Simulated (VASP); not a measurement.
# In3As (Amm2) in VASP: further runs

In3As is run at these levels: PBE+D3(BJ); tasks: single point.

All numbers are computed with VASP 6.6.1; they aren't measurements. Logs are shortened: lines on timing, memory, paths and dates and some standing lists are left out, and cuts for length are marked.

**1. The cell of the first run**

Symmetry: Amm2, No. 38, orthorhombic system. Conventional cell: a = 4.602 Å, b = 6.508 Å, c = 6.508 Å, α = 90.00°, β = 90.00°, γ = 90.00°. In (site symmetry mm2) has 4 As at 3.14 to 3.37 Å and 8 In at 3.25 Å within 4.1 Å. In (site symmetry m) has 4 As at 3.20 to 3.31 Å and 8 In at 3.25 Å within 4.2 Å. Within 4.1 Å of As (site symmetry mm2) lie 12 In at 3.14 to 3.37 Å.

**2. Single point, PBE+D3(BJ)**

File INCAR:

```
SYSTEM = In3As
ALGO     = Fast           ! electronic algorithm
EDIFF    = 1E-7           ! SCF threshold, eV
ENCUT    = 520            ! plane-wave cutoff, eV
GGA      = PE             ! functional
ISIF     = 2              ! what is computed and relaxed
ISMEAR   = 0              ! smearing method
IVDW     = 12             ! dispersion correction
LASPH    = .TRUE.         ! aspherical terms in the spheres
LCHARG   = .FALSE.        ! write CHGCAR
LREAL    = .FALSE.        ! projectors in reciprocal space
LWAVE    = .FALSE.        ! write WAVECAR
NBANDS   = 30             ! bands
NELM     = 100            ! most SCF steps
PREC     = Accurate       ! precision mode
SIGMA    = 0.15           ! smearing width, eV
```

File KPOINTS:

```
k-points
0
G
  10 10 10
  0 0 0
```

File POSCAR:

```
In3As
1.0
    4.6021353856      0.0000000000      0.0000000000
    0.0000000000      4.6021353856      0.0000000000
    0.0000000000      0.0000000000      4.6021353856
In As
3 1
Direct
    0.0000000000      0.5000000000      0.5000000000
    0.5000000000      0.0000000000      0.5000000000
    0.5000000000      0.5000000000      0.0000000000
    0.0000000000     -0.0172853483     -0.0172853483
```

Potentials or basis: VASP PAW PBE potentials, release 64 (In_d, As).

On the command line:

```console
$ cat potpaw_PBE.64/In_d/POTCAR potpaw_PBE.64/As/POTCAR > POTCAR
$ mpirun -np 1 vasp_std > vasp.out
```

OUTCAR:

```text
SYSTEM = In3As
   EDIFF = 1E-7
   ENCUT = 520
   GGA = PE
   ISIF = 2
   ISMEAR = 0
   IVDW = 12
   LASPH = .TRUE.
   LREAL = .FALSE.
   NELM = 100
   PREC = Accurate
 IVDW          = 12

 ion  position               nearest neighbor table
   1  0.000  0.500  0.500-   4 3.14   3 3.25   2 3.25   3 3.25   2 3.25   2 3.25   3 3.25   3 3.25
                             2 3.25   4 3.26   4 3.26   4 3.37
   2  0.500  0.000  0.500-   4 3.20   4 3.20   1 3.25   3 3.25   1 3.25   3 3.25   3 3.25   1 3.25
                             3 3.25   1 3.25   4 3.31   4 3.31
   3  0.500  0.500  0.000-   4 3.20   4 3.20   1 3.25   1 3.25   2 3.25   2 3.25   2 3.25   1 3.25
                             2 3.25   1 3.25   4 3.31   4 3.31
   4  0.000  0.983  0.983-   1 3.14   3 3.20   3 3.20   2 3.20   2 3.20   1 3.26   1 3.26   3 3.31
                             3 3.31   2 3.31   2 3.31   1 3.37

  LATTYP: Found a simple cubic cell.
 ALAT       =     4.6021353856

  Lattice vectors:

 A1 = (   4.6021353856,   0.0000000000,   0.0000000000)
 A2 = (   0.0000000000,   4.6021353856,   0.0000000000)
 A3 = (   0.0000000000,   0.0000000000,   4.6021353856)

Analysis of symmetry for initial positions (statically):
=====================================================================
 Subroutine PRICEL returns:
 Original cell was already a primitive cell.

 Routine SETGRP: Setting up the symmetry group for a
 simple cubic supercell.

 Subroutine GETGRP returns: Found  4 space group operations
 (whereof  4 operations were pure point group operations)
 out of a pool of 48 trial point group operations.

The static configuration has the point symmetry C_2v.

Analysis of symmetry for dynamics (positions and initial velocities):
=====================================================================
 Subroutine PRICEL returns:
 Original cell was already a primitive cell.

 Routine SETGRP: Setting up the symmetry group for a
 simple cubic supercell.

 Subroutine GETGRP returns: Found  4 space group operations
 (whereof  4 operations were pure point group operations)
 out of a pool of 48 trial point group operations.

The dynamic configuration has the point symmetry C_2v.

 Subroutine INISYM returns: Found  4 space group operations
 (whereof  4 operations are pure point group operations),
 and found     1 'primitive' translations

----------------------------------------------------------------------------------------

                                     Primitive cell
[... 96 lines left out ...]
   LREAL  =      F    real-space projection
   EDIFFG = 0.1E-05   stopping-criterion for IOM
   NSW    =      0    number of steps for IOM
   IBRION =     -1    ionic relax: 0-MD 1-quasi-New 2-CG
   NFREE  =      0    steps in history (QN), initial steepest desc. (CG)
   ISIF   =      2    stress and relaxation
   ISYM   =      2    0-nonsym 1-usesym 2-fastsym
   POTIM  = 0.5000    time-step for ionic-motion
   TEBEG  =    0.0;   TEEND  =   0.0 temperature during run
   PSTRESS=    0.0 pullay stress
   NELECT =      44.0000    total number of electrons
   NUPDOWN=      -1.0000    fix difference up-down
   EMIN   =  10.00;   EMAX   =-10.00  energy-range for DOS
   EFERMI =   0.00;   METHOD = LEGACY
   ISMEAR =     0;   SIGMA  =   0.15  broadening in eV -4-tet -1-fermi 0-gaus
   EFERMI_NEDOS =   21; number of points for ismear=-14 and -15
   IALGO  =     68    algorithm
   IMIX   =      4    mixing-type and parameters
     AMIX     =   0.40;   BMIX     =  1.00
     AMIX_MAG =   1.60;   BMIX_MAG =  1.00
  volume/ion in A,a.u.               =      24.37       164.44
  Fermi-wavevector in a.u.,A,eV,Ry     =   1.255836  2.373186 21.458083  1.577125
  Thomas-Fermi vector in A             =   2.389574
   LORBIT       =      0    0 simple, 1 ext, 2 COOP (PROOUT), +10 PAW based schemes
   GGA     = PE    functional components
   LHFCALC =     F    Hartree Fock is set to
   AEXX    =    0.0000 exact exchange contribution
   IVDW    =    12    specifies the selected vdW correction
   LEPSILON=     F    determine dielectric tensor
   LRPA    =     F    only Hartree local field effects (RPA)
 non-spin polarized calculation
 RMM-DIIS sequential band-by-band and
 Gauss-broadening in eV      SIGMA  =   0.15
  energy-cutoff  :      520.00
  volume of cell :       97.47
 maximum number of plane-waves:      2642
 NGX is ok and might be reduce to    36
   NGX = 17   NGY = 17   NGZ = 17

 number of electron      43.9999962 magnetization

 Free energy of the ion-electron system (eV)
  ---------------------------------------------------
  ext. energy  EPLUGINS =         0.00000000
  ---------------------------------------------------
  free energy    TOTEN  =       -12.01287730 eV

  energy without entropy =      -11.98557283  energy(sigma->0) =      -11.99922507

 E-fermi :   7.1574     XC(G=0): -10.3526

 val. band max:        7.1540978012   @ k =   0.0000   0.4000   0.0000
 cond. band min:       7.1603826183   @ k =   0.5000   0.3000   0.0000
 fundamental gap:      0.0062848171
 Fermi energy:         7.1574447214

 k-point     1 :       0.0000    0.0000    0.0000
  band No.  band energies     occupation
      1      -7.6330      2.00000
      2      -7.6134      2.00000
      3      -7.6133      2.00000
      4      -7.6132      2.00000
      5      -7.4294      2.00000
      6      -7.4288      2.00000
[... 781 lines left out ...]
     29      13.1027      0.00000
     30      13.5167      0.00000

 [... further k-points ...]

------------------------ aborting loop because EDIFF is reached ----------------------------------------

 Edisp (eV)   -1.45953

 E8    (eV) :    -0.7004

  FORCE on cell =-STRESS in cart. coord.  units (eV):
  Direction    XX          YY          ZZ          XY          YZ          ZX
  --------------------------------------------------------------------------------------
  -------------------------------------------------------------------------------------
  Total       0.02231     0.03086     0.03086     0.00000    -0.00760     0.00000
  in kB       0.36670     0.50729     0.50729     0.00000    -0.12495     0.00000
  external pressure =        0.46 kB  Pullay stress =        0.00 kB

 VOLUME and BASIS-vectors are now :
 -----------------------------------------------------------------------------
  energy-cutoff  :      520.00
  volume of cell :       97.47
      direct lattice vectors                 reciprocal lattice vectors
     4.602135386  0.000000000  0.000000000     0.217290435  0.000000000  0.000000000
     0.000000000  4.602135386  0.000000000     0.000000000  0.217290435  0.000000000
     0.000000000  0.000000000  4.602135386     0.000000000  0.000000000  0.217290435

 POSITION                                       TOTAL-FORCE (eV/Angst)
 -----------------------------------------------------------------------------------
      0.00000      2.30107      2.30107         0.000000     -0.027741     -0.027741
      2.30107      0.00000      2.30107         0.000000      0.087716     -0.026109
      2.30107      2.30107      0.00000         0.000000     -0.026109      0.087716
      0.00000      4.52259      4.52259         0.000000     -0.033867     -0.033867
 -----------------------------------------------------------------------------------
    total drift:                                0.000000      0.000009      0.000010

  FREE ENERGIE OF THE ION-ELECTRON SYSTEM (eV)
  ---------------------------------------------------
  free  energy   TOTEN  =       -13.4724066478 eV

  energy  without entropy=      -13.4451021797  energy(sigma->0) =      -13.45875441
```

OSZICAR:

```text
N       E                     dE             d eps       ncg     rms          rms(c)
DAV:   1     0.397289089877E+03    0.39729E+03   -0.21283E+04 11160   0.194E+03
DAV:   2     0.264161435279E+02   -0.37087E+03   -0.36302E+03 11178   0.447E+02
DAV:   3    -0.106537271587E+02   -0.37070E+02   -0.36295E+02 13480   0.160E+02
DAV:   4    -0.121613604367E+02   -0.15076E+01   -0.15031E+01 13002   0.337E+01
DAV:   5    -0.122283670198E+02   -0.67007E-01   -0.66998E-01 16042   0.600E+00    0.467E+00
RMM:   6    -0.120282145827E+02    0.20015E+00   -0.33240E-01 12542   0.477E+00    0.251E+00
RMM:   7    -0.120154480687E+02    0.12767E-01   -0.49082E-02 14422   0.172E+00    0.115E+00
RMM:   8    -0.120123609009E+02    0.30872E-02   -0.20798E-02 13589   0.920E-01    0.147E-01
RMM:   9    -0.120126782908E+02   -0.31739E-03   -0.50033E-03 15884   0.741E-01    0.113E-01
RMM:  10    -0.120128376806E+02   -0.15939E-03   -0.17449E-03 18109   0.261E-01    0.142E-01
RMM:  11    -0.120128704248E+02   -0.32744E-04   -0.29091E-04 18976   0.101E-01    0.136E-01
RMM:  12    -0.120128737607E+02   -0.33359E-05   -0.59247E-05 15097   0.516E-02    0.231E-02
RMM:  13    -0.120128762734E+02   -0.25128E-05   -0.24701E-05 17051   0.309E-02    0.936E-02
RMM:  14    -0.120128767105E+02   -0.43710E-06   -0.79643E-06 17995   0.164E-02    0.617E-02
RMM:  15    -0.120128770146E+02   -0.30406E-06   -0.13741E-06 13884   0.679E-03    0.653E-02
RMM:  16    -0.120128770350E+02   -0.20433E-07   -0.29607E-06 16095   0.177E-02    0.903E-03
RMM:  17    -0.120128773931E+02   -0.35806E-06   -0.59647E-07 11571   0.555E-03    0.256E-03
RMM:  18    -0.120128773024E+02    0.90717E-07   -0.18492E-07  6626   0.515E-03
   1 F= -.13472407E+02 E0= -.13458754E+02  d E =-.273045E-01
```

stdout:

```text
POSCAR found type information on POSCAR InAs
 POSCAR found :  2 types and       4 ions
 scaLAPACK will be used
 LDA part: xc-table for (Slater+PW92), standard interpolation
 POSCAR, INCAR and KPOINTS ok, starting setup
 FFT: planning ... GRIDC
 FFT: planning ... GRID_SOFT
 FFT: planning ... GRID
 WAVECAR not read
 entering main loop
```

Wall time 3.7 min (1 thread of Intel Xeon 6975P-C (Granite Rapids), shared host); peak memory 0.54 GiB.

Results:

```yaml
Free_energy: -13.4724 eV
Pressure: 0.0 GPa
Largest_force: 0.092 eV/Å
Band_gap_on_the_k_mesh: zero (bands 22 and 23 overlap by 4.11 eV)
Dispersion_energy_per_atom: -0.365 eV
```

Forces on the atoms (eV/Å):
```
In   0.000 -0.028 -0.028
In   0.000  0.088 -0.026
In   0.000 -0.026  0.088
As   0.000 -0.034 -0.034
```

Levels at points of the mesh, in eV from the Fermi level:
```
           k point  band 19  band 20  band 21  band 22  band 23  band 24  band 25  band 26
(0.00, 0.00, 0.00)    -3.07    -3.06    -1.83    -1.83     2.11     2.12     2.13     4.64
(0.50, 0.00, 0.00)    -1.72    -1.72    -1.07    -0.29    -0.12     0.15     1.39     4.84
(0.00, 0.50, 0.00)    -1.73    -1.73    -1.07    -0.22    -0.11     0.09     1.39     4.83
(0.50, 0.50, 0.00)    -5.98    -0.92    -0.36     0.50     0.51     1.86     1.92     1.94
(0.00, 0.50, 0.50)    -5.95    -0.87    -0.44     0.51     0.51     1.86     1.92     1.94
(0.50, 0.50, 0.50)    -4.27    -4.21    -4.06    -4.05    -3.57     4.90     4.90     4.91
```

Caveat: the cell differs from its parent crystal (all As atoms moved +0.113 Å, as atom 4 towards its neighbour atom 1 (In) at 3.254 Å); spin-orbit coupling is left out, which moves the levels of the heavy elements.

**3. Single point, PBE+D3(BJ)**

File INCAR:

```
SYSTEM = In3As
ALGO = Fast ; EDIFF = 1E-6
ENCUT = 520 ; GGA = PE
ISIF = 2 ; ISMEAR = 0
IVDW = 12 ; LASPH = .True.
LCHARG = .False. ; LREAL = .False.
LWAVE = .False. ; NBANDS = 30
NELM = 60 ; PREC = Accurate
SIGMA = 0.15
```

File KPOINTS:

```
k-points
0
Gamma
  10 10 10
  0 0 0
```

POSCAR, as its differences from that of step 2:

```diff
@@ -11,2 +11,2 @@
     0.5000000000      0.5000000000      0.0000000000
-    0.0000000000     -0.0172853483     -0.0172853483
+    0.0000000000     -0.0057617828     -0.0057617828
```

Potentials or basis: VASP PAW PBE potentials, release 64 (In_d, As).

On the command line:

```console
$ cat potpaw_PBE.64/In_d/POTCAR potpaw_PBE.64/As/POTCAR > POTCAR
$ mpirun -np 1 vasp_std > vasp.out
```

OUTCAR:

```text
SYSTEM = In3As
   EDIFF = 1E-6
   ENCUT = 520
   GGA = PE
   ISIF = 2
   ISMEAR = 0
   IVDW = 12
   LASPH = .True.
   LREAL = .False.
   NELM = 60
   PREC = Accurate
 IVDW          = 12

 ion  position               nearest neighbor table
   1  0.000  0.500  0.500-   4 3.22   3 3.25   2 3.25   3 3.25   2 3.25   2 3.25   3 3.25   3 3.25
                             2 3.25   4 3.25   4 3.25   4 3.29
   2  0.500  0.000  0.500-   4 3.24   4 3.24   1 3.25   3 3.25   1 3.25   3 3.25   3 3.25   1 3.25
                             3 3.25   1 3.25   4 3.27   4 3.27
[... 1002 lines left out ...]
  Direction    XX          YY          ZZ          XY          YZ          ZX
  --------------------------------------------------------------------------------------
  -------------------------------------------------------------------------------------
  Total       0.00110     0.00187     0.00187     0.00000    -0.00100     0.00000
  in kB       0.01816     0.03069     0.03069     0.00000    -0.01647     0.00000
  external pressure =        0.03 kB  Pullay stress =        0.00 kB

 VOLUME and BASIS-vectors are now :
 -----------------------------------------------------------------------------
  energy-cutoff  :      520.00
  volume of cell :       97.47
      direct lattice vectors                 reciprocal lattice vectors
     4.602135386  0.000000000  0.000000000     0.217290435  0.000000000  0.000000000
     0.000000000  4.602135386  0.000000000     0.000000000  0.217290435  0.000000000
     0.000000000  0.000000000  4.602135386     0.000000000  0.000000000  0.217290435

 POSITION                                       TOTAL-FORCE (eV/Angst)
 -----------------------------------------------------------------------------------
      0.00000      2.30107      2.30107         0.000000     -0.008430     -0.008430
      2.30107      0.00000      2.30107         0.000000      0.029395     -0.008365
      2.30107      2.30107      0.00000         0.000000     -0.008365      0.029395
      0.00000      4.57562      4.57562         0.000000     -0.012600     -0.012600
 -----------------------------------------------------------------------------------
    total drift:                                0.000000     -0.000138     -0.000138

  FREE ENERGIE OF THE ION-ELECTRON SYSTEM (eV)
  ---------------------------------------------------
  free  energy   TOTEN  =       -13.4698519143 eV

  energy  without entropy=      -13.4421208322  energy(sigma->0) =      -13.45598637
```

Run time: 3.8 min. Hardware: 1 thread of Intel Xeon 6975P-C (Granite Rapids), shared host; peak memory 0.54 GiB.

What came out:

| Property | Result |
| --- | --- |
| Free energy | -13.4699 eV |
| Pressure | 0.0 GPa |
| Largest force | 0.031 eV/Å |
| Band gap on the k mesh | zero (bands 22 and 23 overlap by 4.10 eV) |
| Dispersion energy per atom | -0.365 eV |

Forces on the atoms (eV/Å):
```
In   0.000 -0.008 -0.008
In   0.000  0.029 -0.008
In   0.000 -0.008  0.029
As   0.000 -0.013 -0.013
```

Caveat: the cell differs from its parent crystal (all As atoms moved +0.037 Å, as atom 4 towards its neighbour atom 1 (In) at 3.254 Å); spin-orbit coupling is left out, which moves the levels of the heavy elements.
